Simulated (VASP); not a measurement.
Here is a VASP 6.6.1 calculation.

File INCAR:

```
SYSTEM = YGaC2N2
PREC = Accurate
ENCUT = 520
EDIFF = 1E-6
ISMEAR = 0
SIGMA = 0.1
LREAL = .False.
LASPH = .True.
NELM = 150
ALGO = Normal
ISIF = 2
LWAVE = .False.
LCHARG = .False.
ISPIN = 2
MAGMOM = 0 0 1 1 1 1
LORBIT = 11
LMAXMIX = 4
GGA = PE
NBANDS = 34
```

Contents of KPOINTS:

```
regular mesh
0
Gamma
  6 6 2
  0 0 0
```

File POSCAR:

```
YGaC2N2
1.0
    3.5780186500      0.0000000000      0.0000000000
   -1.2514456200      3.4580307300      0.0000000000
   -0.7279227300     -1.7346086900      8.6632127800
Y Ga C N
1 1 2 2
Direct
    0.5000000000      0.5000000000      0.5000000000
    0.0000000000      0.0000000000      0.0000000000
    0.1796815800      0.1796815800      0.8203184200
    0.8203184200      0.8203184200      0.1796815800
    0.2905610300      0.2905610300      0.7094389700
    0.7094389700      0.7094389700      0.2905610300
```

Potentials or basis: VASP PAW PBE potentials, release 64 (Y_sv, Ga_d, C, N).

Launch:

```sh
$ cat potpaw_PBE.64/Y_sv/POTCAR potpaw_PBE.64/Ga_d/POTCAR potpaw_PBE.64/C/POTCAR potpaw_PBE.64/N/POTCAR > POTCAR
$ mpirun -np 1 vasp_std > vasp.out
```

**Question.** What does it give for the pressure?

**Answer.** 2.9 GPa.

**Question.** What does it give for the net moment?

**Answer.** 0.00 μB per cell.

**Question.** Predict the largest force.

**Answer.** 4.991 eV/Å.

Forces in eV/Å, atoms in the order of the input:
```
Y    0.000  0.000  0.000
Ga   0.000  0.000  0.000
C   -1.421 -2.373  4.154
C    1.421  2.373 -4.154
N    0.658  1.025 -2.957
N   -0.658 -1.025  2.957
```

Caveat: the k points lie up to 0.36 Å⁻¹ apart; forces of over 1 eV/Å act on the atoms, so gaps and moduli don't describe the material at rest.
